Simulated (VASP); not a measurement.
GaPSe3:

```xyz
5
Lattice="4.5656 0.0000 0.0000 0.0000 4.5656 0.0000 0.0000 0.0000 6.1516" Properties=species:S:1:pos:R:3 pbc="T T T"
Ga    0.0000    0.0000    0.2217
P     2.2828    2.2828    3.5915
Se    2.2828    2.2828    5.7933
Se    0.0000    2.2828    2.7632
Se    2.2828    0.0000    2.7632
```

| Quantity | Value |
| --- | --- |
| Program | VASP 6.6.1 |
| Task | relaxation of cell and atoms |
| Functional | PBE |
| Potentials or basis | VASP PAW PBE potentials, release 64 (Ga_d, P, Se) |
| Cutoff | 600 eV |
| k mesh | 8 × 8 × 6 |
| Occupations | gaussian, width 0.1 eV |
| Spin | no spin polarisation |

At the start: pressure -0.0 GPa; volume 25.65 Å³/atom.

**Question.** How do energy, volume and symmetry change on relaxing?

**Answer.** Over 31 steps the energy falls by 5.5 meV/atom and the volume is 25.15 Å³/atom (-1.9 %); space group P4mm (No. 99, to 0.1 Å) before and after.

The path:
```tsv
step	energy change (eV)	largest force (eV/Å)	pressure (GPa)	volume (Å³)
1	0.0000	0.4804	-0.05	128.23
2	-0.0099	0.2978	0.09	128.08
3	-0.0099	0.2989	0.08	128.08
4	-0.0151	0.0981	-0.22	128.26
5	-0.0155	0.0789	-0.31	128.33
6	-0.0182	0.0795	-0.11	127.39
7	-0.0200	0.0993	0.30	125.60
8	-0.0219	0.0674	0.28	125.43
9	-0.0250	0.0649	0.13	124.92
10	-0.0252	0.0852	0.11	124.77
11	-0.0256	0.0442	0.04	125.08
12	-0.0256	0.0476	0.04	125.10
13	-0.0259	0.0423	-0.01	125.32
14	-0.0260	0.0724	-0.14	125.78
15	-0.0261	0.0681	-0.18	125.82
16	-0.0263	0.0558	-0.18	125.93
17	-0.0265	0.0524	-0.16	126.15
18	-0.0265	0.0603	-0.16	126.58
19	-0.0266	0.0553	-0.17	126.32
20	-0.0270	0.0346	-0.06	126.11
21	-0.0271	0.0500	0.05	125.89
22	-0.0273	0.0231	0.03	125.88
23	-0.0274	0.0202	0.02	125.87
24	-0.0274	0.0172	0.00	125.92
25	-0.0275	0.0208	-0.02	125.97
26	-0.0275	0.0228	0.01	125.93
27	-0.0276	0.0291	0.05	125.82
28	-0.0276	0.0455	0.09	125.61
29	-0.0276	0.0358	0.05	125.72
30	-0.0277	0.0276	0.04	125.72
31	-0.0277	0.0071	0.02	125.73
```

Final structure:
```yaml
crystal:
  lattice:
    - [4.58301, 0.00000, 0.00000]
    - [0.00000, 4.58301, 0.00000]
    - [0.00000, 0.00000, 5.98612]
  atoms:
    - { symbol: Ga, position: [0.00000, 0.00000, 0.05501] }
    - { symbol: P, position: [0.50000, 0.50000, 0.58316] }
    - { symbol: Se, position: [0.50000, 0.50000, 0.94775] }
    - { symbol: Se, position: [0.00000, 0.50000, 0.43704] }
    - { symbol: Se, position: [0.50000, 0.00000, 0.43704] }
```
